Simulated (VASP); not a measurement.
BN, 2 atoms in the cell. It takes space group R3m (No. 160, trigonal). Conventional cell: a = 2.402 Å, b = 2.402 Å, c = 10.119 Å, α = 90.00°, β = 90.00°, γ = 120.00°. B (site symmetry 3m) has 3 N at 1.39 Å within 1.9 Å. N (site symmetry 3m) has 3 B at 1.39 Å within 1.9 Å.  This cell differs from its parent crystal: strain -0.040 along x and y, +0.000 along z.

```yaml
Program: VASP 6.6.1
Task: single point
Functional: LDA
Potentials_or_basis: VASP PAW LDA potentials, release 64 (B, N)
Cutoff: 600 eV
k_mesh: 12 × 12 × 12
Occupations: gaussian, width 0.05 eV
Spin: no spin polarisation
Dipole_correction: no
Further_INCAR_settings: ALGO = Normal; EDIFF = 1e-06; NBANDS = 11
```

Potentials or basis: VASP PAW LDA potentials, release 64 (B, N).

Launch:

```bash
$ cat potpaw_LDA.64/B/POTCAR potpaw_LDA.64/N/POTCAR > POTCAR
$ mpirun -np 1 vasp_std > vasp.out
```

Hardware: 1 thread of Intel(R) Xeon(R) Platinum 8375C CPU @ 2.90GHz (Ice Lake) (shared host).

**Question.** How long does it take, and how much memory?

**Answer.** Wall time 84 s on 1 thread of Intel(R) Xeon(R) Platinum 8375C CPU @ 2.90GHz (Ice Lake), on a shared host, peak memory 0.17 GiB. Counts: scf iterations 12, k points 189.
